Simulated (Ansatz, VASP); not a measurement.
Ni: VASP beside Ansatz

```
Ni
1.0
     0.00000    2.01991    1.49519
     1.76204    0.00000    1.49519
     1.76204    2.01991    0.00000
Ni
1
Direct
  0.00000 0.00000 0.00000
```

Change from the starting cell: strain +e along x and -e along y -0.0733, strain +e along z and -e/2 along x and y -0.1500.

Alike in both runs: task single point; functional PBE; k mesh 22 × 22 × 22; occupations gaussian, width 0.15 eV; collinear spin.

```csv
,VASP,Ansatz
version,VASP 6.6.1,Ansatz 0.2.0
potentials or method,"VASP PAW PBE potentials, release 64 (Ni), cutoff 520 eV","scalar-relativistic, plane waves, PAW"
valence electrons in the cell,10,18
```

```tsv
	VASP	Ansatz	Ansatz less VASP
gap on the k mesh at the Fermi level (eV)	none	none	-
pressure (GPa)	8.7	8.9	+0.22
traceless stress, the component that is largest in VASP (GPa)	-21.08	-21.62	-0.537
net moment per atom (μB)	0.53	0.54	+0.013
size of the moment on the site where the two differ most (μB)	0.53	0.57	+0.036
```

Site moments also hang on the region over which each program counts them. A gap of «none» marks a metal or a gap that the smearing closes. VASP's potentials hold 10 valence electrons a cell and Ansatz's 18, so a difference there can come from the potentials and not from the codes.
